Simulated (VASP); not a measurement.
Set up this calculation in VASP 6.6.1, as the native input.

* Task: relaxation of the atoms
* Functional: r2SCAN
* Potentials or basis: VASP PAW PBE potentials, release 64 (Li_sv, Se)
* Cutoff: 720 eV
* k mesh: 8 × 8 × 8
* Occupations: fermi-dirac, width 0.02 eV
* Spin: no spin polarisation
* Dipole correction: no
* Further INCAR settings: ALGO = Normal; EDIFF = 1e-07; IBRION = 2; EDIFFG = -0.01; NSW = 50

The system is Li2Se.

```
Li Se
1.0
     0.00000    2.93169    2.93169
     2.93169    0.00000    2.93169
     2.93169    2.93169    0.00000
Li Se
2 1
Direct
  0.25000 0.25000 0.25000
  0.75000 0.75000 0.75000
  0.00000 0.00000 0.00000
```

One way to write it, as run:

POSCAR

```
Li2Se
1.0
    0.0000000000      2.9316871400      2.9316871400
    2.9316871400      0.0000000000      2.9316871400
    2.9316871400      2.9316871400      0.0000000000
Li Se
2 1
Direct
    0.2500000000      0.2500000000      0.2500000000
    0.7500000000      0.7500000000      0.7500000000
    0.0000000000      0.0000000000      0.0000000000
```

INCAR.step1

```
SYSTEM = Li2Se
PREC = Accurate
ENCUT = 720
ISMEAR = -1
SIGMA = 0.02
LREAL = .FALSE.
LASPH = .TRUE.
NELM = 120
GGA = PE
ALGO = Normal
EDIFF = 1E-5
LWAVE = .TRUE.
LCHARG = .FALSE.
GGA_COMPAT = .FALSE.
IBRION = 2
EDIFFG = -0.01
NELMIN = 4
NSW = 100
```

INCAR.step2

```
SYSTEM = Li2Se
PREC = Accurate
ENCUT = 720
EDIFF = 1E-7
ISMEAR = -1
SIGMA = 0.02
LREAL = .FALSE.
LASPH = .TRUE.
NELM = 120
ALGO = Normal
ISIF = 2
LWAVE = .FALSE.
LCHARG = .FALSE.
METAGGA = R2SCAN
LMIXTAU = .TRUE.
IBRION = 2
NSW = 50
EDIFFG = -0.01
ISTART = 1
GGA_COMPAT = .FALSE.
NELMIN = 4
```

KPOINTS

```
regular mesh
0
G
  8 8 8
  0 0 0
```

Potentials or basis: VASP PAW PBE potentials, release 64 (Li_sv, Se).

Command:

```console
$ cat potpaw_PBE.64/Li_sv/POTCAR potpaw_PBE.64/Se/POTCAR > POTCAR
$ cp INCAR.step1 INCAR
$ mpirun -np 1 vasp_std > vasp.out
$ cp INCAR.step2 INCAR
$ mpirun -np 1 vasp_std > vasp.out
```

It gave:

```json
{
 "Pressure after relaxing": "2.3 GPa",
 "Band gap on the k mesh": "3.41 eV (least direct gap 4.48 eV)"
}
```

Caveat: the relaxation stopped at its first step, so nothing moved; the PAW data sets were made with another functional, which shifts forces and pressure a little.

Run time: 43 s on 1 thread of Intel(R) Xeon(R) 6975P-C (Granite Rapids), with other jobs on the host, peak memory 0.22 GiB.
